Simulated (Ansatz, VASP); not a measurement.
One calculation of RuSe, two programs

The input POSCAR:

```
RuSe
1.0
    0.0000000000      2.7140846829      2.7140846829
    2.7140846829      0.0000000000      2.7140846829
    2.7140846829      2.7140846829      0.0000000000
Ru Se
1 1
Direct
    0.0000000000      0.0000000000      0.0000000000
    0.2500000000      0.2500000000      0.2500000000
```

Contents of INCAR.step1:

```
SYSTEM = RuSe
  PREC = Accurate
  ENCUT = 520
  ISMEAR = 0
  SIGMA = 0.05
  LREAL = .False.
  LASPH = .True.
  NELM = 100
  NBANDS = 17
  GGA = PE
  ALGO = Normal
  EDIFF = 1E-4
  LWAVE = .True.
  LCHARG = .False.
```

Contents of INCAR.step2:

```
SYSTEM = RuSe
  PREC = Accurate
  ENCUT = 520
  EDIFF = 1E-6
  ISMEAR = 0
  SIGMA = 0.05
  LREAL = .False.
  LASPH = .True.
  NELM = 100
  ALGO = Normal
  ISIF = 2
  LWAVE = .False.
  LCHARG = .False.
  METAGGA = R2SCAN
  LMIXTAU = .True.
  NBANDS = 17
  ISTART = 1
```

File KPOINTS:

```
Automatic mesh
0
Gamma
  10 10 10
  0 0 0
```

Input for Ansatz:

```yaml
crystal:
  lattice:
    - [0.0, 2.7140846829, 2.7140846829]
    - [2.7140846829, 0.0, 2.7140846829]
    - [2.7140846829, 2.7140846829, 0.0]
  atoms:
    - { symbol: Ru, position: [0.0, 0.0, 0.0] }
    - { symbol: Se, position: [0.25, 0.25, 0.25] }
basis:
  ecutwfc: 500
  ecutrho_ratio: 4
kpoints:
  mp_grid: { grid: [10, 10, 10] }
hamiltonian:
  xc: r2scan
scf:
  occupations: { method: gaussian, width: 0.05 }
output:
  forces: true
  stress: true
  eigenvalues: true
```

Alike in both runs: task single point; functional r2SCAN; k mesh 10 × 10 × 10; occupations gaussian, width 0.05 eV; no spin polarisation.

```csv
,VASP,Ansatz
version,VASP 6.6.1,Ansatz 0.2.0
potentials or method,"VASP PAW PBE potentials, release 64 (Ru_pv, Se), cutoff 520 eV","scalar-relativistic, plane waves, PAW"
valence electrons in the cell,20,32
```

```tsv
	VASP	Ansatz	Ansatz less VASP
gap on the k mesh at the Fermi level (eV)	none	none	-
pressure (GPa)	2.8	2.7	-0.09
```

VASP's potentials were made for PBE, not for r2SCAN. A gap of «none» marks a metal or a gap that the smearing closes. VASP's potentials hold 20 valence electrons a cell and Ansatz's 32, so a difference there can come from the potentials and not from the codes.
